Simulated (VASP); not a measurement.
# TaN (P-6m2) in VASP: notebook, part 2 of 2

VASP 6.6.1. Earlier steps stand in the parts before.

## Step 3: Relaxation of cell and atoms, LDA

This run uses another cell than the first one, of 10.44 Å³/atom.

Contents of INCAR:

```
PREC     = Accurate       # precision mode
ENCUT    = 600            # plane-wave cutoff, eV
EDIFF    = 1E-7           # SCF threshold, eV
ISMEAR   = 0              # smearing method
SIGMA    = 0.1            # smearing width, eV
LREAL    = False          # projectors in reciprocal space
LASPH    = True           # aspherical terms in the spheres
NELM     = 80             # most SCF steps
ALGO     = Normal         # electronic algorithm
ISIF     = 3              # what is computed and relaxed
LWAVE    = False          # write WAVECAR
LCHARG   = False          # write CHGCAR
IBRION   = 2              # ionic algorithm
NSW      = 100            # ionic steps
EDIFFG   = -0.005         # ionic threshold
```

Contents of KPOINTS:

```
Automatic mesh
0
Gamma
  18 18 14
```

Contents of POSCAR:

```
TaN
1.0
    2.9050812093      0.0000000000      0.0000000000
   -1.4525406046      2.5158741273      0.0000000000
    0.0000000000      0.0000000000      2.8555203285
Ta N
1 1
Direct
    0.3333333333      0.6666666667      0.5000000000
    0.0000000000      0.0000000000      0.0000000000
```

Potentials or basis: VASP PAW LDA potentials, release 64 (Ta_pv, N).

On the command line:

```
> cat potpaw_LDA.64/Ta_pv/POTCAR potpaw_LDA.64/N/POTCAR > POTCAR
> mpirun -np 1 vasp_std > vasp.out
```

It took 4.5 min on 1 thread of Intel Xeon 8259CL, shared host; peak memory 0.23 GiB.

The run converged. Its results:

```yaml
Free_energy: -24.7187 eV
Relaxed_volume: 10.49 Å³/atom
Relaxed_cell: a = 2.912 Å, b = 2.912 Å, c = 2.856 Å, α = 90.00°, β = 90.00°, γ = 120.00°
Space_group_after_relaxing_to_0.1_Å: P-6m2 (No. 187)
Energy_gained_by_relaxing: 0.3 meV/atom
Ionic_steps: 5
Pressure_after_relaxing: 0.0 GPa
Band_gap_on_the_k_mesh: zero (bands 8 and 9 overlap by 0.37 eV)
```

The path:
| step | energy change (eV) | largest force (eV/Å) | pressure (GPa) | volume (Å³) |
| --- | --- | --- | --- | --- |
| 1 | 0.0000 | 0.0000 | 1.78 | 20.87 |
| 2 | 0.0029 | 0.0000 | -4.39 | 21.22 |
| 3 | -0.0006 | 0.0000 | -0.09 | 20.97 |
| 4 | -0.0006 | 0.0000 | 0.06 | 20.97 |
| 5 | -0.0006 | 0.0000 | -0.02 | 20.97 |

Final structure:
```
CELL_PARAMETERS angstrom
2.91159 0.00000 0.00000
-1.45579 2.52151 0.00000
0.00000 0.00000 2.85647
ATOMIC_POSITIONS crystal
Ta 0.33333 0.66667 0.50000
N 0.00000 0.00000 0.00000
```

Levels at points of the mesh, in eV from the Fermi level:
```csv
k point,band 5,band 6,band 7,band 8,band 9,band 10,band 11,band 12
"(0.00, 0.00, 0.00)",-4.62,-4.62,-4.28,-2.86,2.62,3.75,3.75,4.13
"(0.50, 0.00, 0.00)",-8.35,-5.28,-3.55,-3.13,3.10,4.24,5.39,5.52
"(0.00, 0.00, 0.50)",-9.43,-3.79,-3.79,-0.08,-0.08,2.56,3.40,3.40
"(0.50, 0.00, 0.50)",-7.41,-6.19,-5.80,-0.18,4.43,5.58,6.34,7.34
```

Caveat: spin-orbit coupling is left out, which moves the levels of the heavy elements.

## Step 4: Relaxation of cell and atoms, LDA, target pressure 7 GPa, at which the enthalpy is minimised

This run uses another cell than the first one, of 10.43 Å³/atom.

Contents of INCAR:

```
SYSTEM = TaN
ALGO = Normal
EDIFF = 1E-7
EDIFFG = -0.001
ENCUT = 600
IBRION = 2
ISIF = 3
ISMEAR = -1
LASPH = .TRUE.
LCHARG = .FALSE.
LREAL = .FALSE.
LWAVE = .FALSE.
NELM = 100
NSW = 80
PREC = Accurate
PSTRESS = 70.0
SIGMA = 0.15
```

Contents of KPOINTS:

```
k-points
0
G
  18 18 14
  0 0 0
```

Contents of POSCAR:

```
TaN
1.0
    2.9068983737      0.0000000000      0.0000000000
   -1.4534491869      2.5174478378      0.0000000000
    0.0000000000      0.0000000000      2.8508655691
Ta N
1 1
Direct
    0.3333333333      0.6666666667      0.5000000000
    0.0000000000      0.0000000000      0.0000000000
```

On the command line:

```
> cat potpaw_LDA.64/Ta_pv/POTCAR potpaw_LDA.64/N/POTCAR > POTCAR
> mpirun -np 1 vasp_std > vasp.out
```

It took 6 min on 1 thread of Intel Xeon 8259CL, shared host; peak memory 0.23 GiB.

Results (log left out):

| Item | Value |
| --- | --- |
| Free energy | -24.7145 eV |
| Relaxed volume | 10.30 Å³/atom |
| Relaxed cell | a = 2.893 Å, b = 2.893 Å, c = 2.841 Å, α = 90.00°, β = 90.00°, γ = 120.00° |
| Space group after relaxing (to 0.1 Å) | P-6m2 (No. 187) |
| Energy change on relaxing (the run minimises the enthalpy) | +3.7 meV/atom |
| Ionic steps | 9 |
| Pressure after relaxing | 7.0 GPa |
| Band gap on the k mesh | zero (bands 8 and 9 overlap by 0.38 eV) |

The path:
```tsv
step	energy change (eV)	largest force (eV/Å)	pressure (GPa)	volume (Å³)
1	0.0000	0.0000	1.96	20.86
2	0.0720	0.0000	22.58	19.89
3	0.0071	0.0000	6.92	20.60
4	0.0073	0.0000	7.02	20.60
5	0.0074	0.0000	7.02	20.60
6	0.0074	0.0000	7.02	20.60
7	0.0074	0.0000	7.02	20.60
8	0.0072	0.0000	6.96	20.60
9	0.0073	0.0000	7.00	20.60
```

Final structure:
```
Ta N
1.0
     2.89347    0.00000    0.00000
    -1.44674    2.50582    0.00000
     0.00000    0.00000    2.84109
Ta N
1 1
Cartesian
  0.0000 1.6705 1.4205
  0.0000 0.0000 0.0000
```

Levels at points of the mesh, in eV from the Fermi level:
```tsv
k point	band 5	band 6	band 7	band 8	band 9	band 10	band 11	band 12
(0.00, 0.00, 0.00)	-4.79	-4.79	-4.46	-2.97	2.67	3.75	3.75	4.15
(0.50, 0.00, 0.00)	-8.53	-5.46	-3.71	-3.25	3.08	4.27	5.40	5.57
(0.00, 0.00, 0.50)	-9.63	-3.93	-3.93	-0.17	-0.17	2.52	3.37	3.37
(0.50, 0.00, 0.50)	-7.60	-6.35	-5.98	-0.23	4.48	5.65	6.42	7.43
```

Caveat: the cell is relaxed towards a set pressure, so the run minimises the enthalpy, not the energy; spin-orbit coupling is left out, which moves the levels of the heavy elements. LDA usually gives volumes a few per cent too small.

## Step 5: Relaxation of cell and atoms, LDA, target pressure 16 GPa, at which the enthalpy is minimised

This run uses another cell than the first one, of 10.43 Å³/atom.

Contents of INCAR:

```
PREC     = Accurate       # precision mode
ENCUT    = 600            # plane-wave cutoff, eV
EDIFF    = 1E-6           # SCF threshold, eV
ISMEAR   = -1             # smearing method
SIGMA    = 0.15           # smearing width, eV
LREAL    = F              # projectors in reciprocal space
LASPH    = T              # aspherical terms in the spheres
NELM     = 60             # most SCF steps
ALGO     = Normal         # electronic algorithm
ISIF     = 3              # what is computed and relaxed
LWAVE    = F              # write WAVECAR
LCHARG   = F              # write CHGCAR
IBRION   = 2              # ionic algorithm
NSW      = 80             # ionic steps
EDIFFG   = -0.001         # ionic threshold
PSTRESS  = 160.0
```

Contents of KPOINTS:

```
regular mesh
0
Gamma
  18 18 14
```

Contents of POSCAR:

```
TaN
1.0
    2.9068983749      0.0000000000      0.0000000000
   -1.4534491874      2.5174478389      0.0000000000
    0.0000000000      0.0000000000      2.8508655660
Ta N
1 1
Direct
    0.3333333333      0.6666666667      0.5000000000
    0.0000000000      0.0000000000      0.0000000000
```

On the command line:

```
> cat potpaw_LDA.64/Ta_pv/POTCAR potpaw_LDA.64/N/POTCAR > POTCAR
> mpirun -np 1 vasp_std > vasp.out
```

It took 13 min on 1 thread of Intel Xeon 8259CL, shared host; peak memory 0.24 GiB.

Results (log left out):

```yaml
Free_energy: -24.6839 eV
Relaxed_volume: 10.08 Å³/atom
Relaxed_cell: a = 2.872 Å, b = 2.872 Å, c = 2.824 Å, α = 90.00°, β = 90.00°, γ = 120.00°
Space_group_after_relaxing_to_0.1_Å: P-6m2 (No. 187)
Energy_change_on_relaxing_the_run_minimises_the_enthalpy: +19.0 meV/atom
Ionic_steps: 33
Pressure_after_relaxing: 16.0 GPa
Band_gap_on_the_k_mesh: zero (bands 8 and 9 overlap by 0.38 eV)
```

The path:
| step | energy change (eV) | largest force (eV/Å) | pressure (GPa) | volume (Å³) |
| --- | --- | --- | --- | --- |
| 1 | 0.0000 | 0.0000 | 1.97 | 20.86 |
| 2 | 0.5458 | 0.0000 | 72.15 | 18.22 |
| 3 | 0.0349 | 0.0000 | 15.32 | 20.20 |
| 4 | 0.0376 | 0.0000 | 15.93 | 20.18 |
| 5 | 0.0390 | 0.0000 | 16.25 | 20.16 |
| 6 | 0.0397 | 0.0000 | 16.29 | 20.15 |
| 7 | 0.0392 | 0.0000 | 16.26 | 20.16 |
| 8 | 0.0392 | 0.0000 | 16.26 | 20.16 |
| 9 | 0.0394 | 0.0000 | 16.28 | 20.16 |
| 10 | 0.0392 | 0.0000 | 16.27 | 20.16 |
| 11 | 0.0392 | 0.0000 | 16.28 | 20.16 |
| 12 | 0.0353 | 0.0000 | 15.45 | 20.20 |
| 13 | 0.0380 | 0.0000 | 15.98 | 20.17 |
| 14 | 0.0381 | 0.0000 | 16.01 | 20.17 |
| 15 | 0.0381 | 0.0000 | 16.03 | 20.17 |
| 16 | 0.0380 | 0.0000 | 16.03 | 20.17 |
| 17 | 0.0380 | 0.0000 | 16.03 | 20.17 |
| 18 | 0.0379 | 0.0000 | 16.00 | 20.17 |
| 19 | 0.0380 | 0.0000 | 16.02 | 20.17 |
| 20 | 0.0380 | 0.0000 | 16.01 | 20.17 |
| 21 | 0.0380 | 0.0000 | 16.01 | 20.17 |
| 22 | 0.0380 | 0.0000 | 16.02 | 20.17 |
| 23 | 0.0380 | 0.0000 | 16.02 | 20.17 |
| 24 | 0.0378 | 0.0000 | 16.02 | 20.17 |
| 25 | 0.0372 | 0.0000 | 15.84 | 20.18 |
| 26 | 0.0378 | 0.0000 | 15.95 | 20.17 |
| 27 | 0.0378 | 0.0000 | 15.96 | 20.17 |
| 28 | 0.0378 | 0.0000 | 15.97 | 20.17 |
| 29 | 0.0379 | 0.0000 | 15.97 | 20.17 |
| 30 | 0.0383 | 0.0000 | 16.07 | 20.17 |
| 31 | 0.0380 | 0.0000 | 16.08 | 20.17 |
| 32 | 0.0380 | 0.0000 | 16.03 | 20.17 |
| 33 | 0.0379 | 0.0000 | 16.01 | 20.17 |

Final structure:
```
CELL_PARAMETERS angstrom
2.87186 0.00000 0.00000
-1.43593 2.48710 0.00000
0.00000 0.00000 2.82388
ATOMIC_POSITIONS crystal
Ta 0.33333 0.66667 0.50000
N 0.00000 0.00000 0.00000
```

Levels at points of the mesh, in eV from the Fermi level:
| k point | band 5 | band 6 | band 7 | band 8 | band 9 | band 10 | band 11 | band 12 |
| --- | --- | --- | --- | --- | --- | --- | --- | --- |
| (0.00, 0.00, 0.00) | -4.88 | -4.88 | -4.58 | -3.01 | 2.84 | 3.83 | 3.83 | 4.27 |
| (0.50, 0.00, 0.00) | -8.65 | -5.59 | -3.81 | -3.28 | 3.16 | 4.40 | 5.51 | 5.74 |
| (0.00, 0.00, 0.50) | -9.76 | -4.01 | -4.01 | -0.19 | -0.19 | 2.55 | 3.44 | 3.44 |
| (0.50, 0.00, 0.50) | -7.73 | -6.43 | -6.11 | -0.19 | 4.63 | 5.82 | 6.60 | 7.63 |

Caveat: the cell is relaxed towards a set pressure, so the run minimises the enthalpy, not the energy; spin-orbit coupling is left out, which moves the levels of the heavy elements. LDA usually gives volumes a few per cent too small.

## Step 6: Overview

| task | cell | cutoff (eV) | smearing | gap on the mesh (eV) | pressure (GPa) |
| --- | --- | --- | --- | --- | --- |
| single point | a = 2.889, b = 2.889, c = 2.836 Å, angles 90.0, 90.0, 120.0°, 2 atoms | 520 | fermi-dirac 0.15 eV | none | 9.2 |
| relaxation of cell and atoms | relaxed from a = 2.905, b = 2.905, c = 2.856 Å, angles 90.0, 90.0, 120.0°, 2 atoms | 600 | gaussian 0.1 eV | none | 0.0 |
| relaxation of cell and atoms | relaxed to 7 GPa from a = 2.907, b = 2.907, c = 2.851 Å, angles 90.0, 90.0, 120.0°, 2 atoms | 600 | fermi-dirac 0.15 eV | none | 7.0 |
| relaxation of cell and atoms | relaxed to 16 GPa from a = 2.907, b = 2.907, c = 2.851 Å, angles 90.0, 90.0, 120.0°, 2 atoms | 600 | fermi-dirac 0.15 eV | none | 16.0 |

Alike in all rows: level LDA; potentials or basis VASP PAW LDA potentials, release 64 (Ta_pv, N); no spin polarisation; k mesh 18 × 18 × 14.

Caveats: spin-orbit coupling is left out, which moves the levels of the heavy elements; the cell is relaxed towards a set pressure, so the run minimises the enthalpy, not the energy (at least some runs); the cell stands under pressure (at least some runs).

Absolute energies hang on the potentials; compare differences alone.
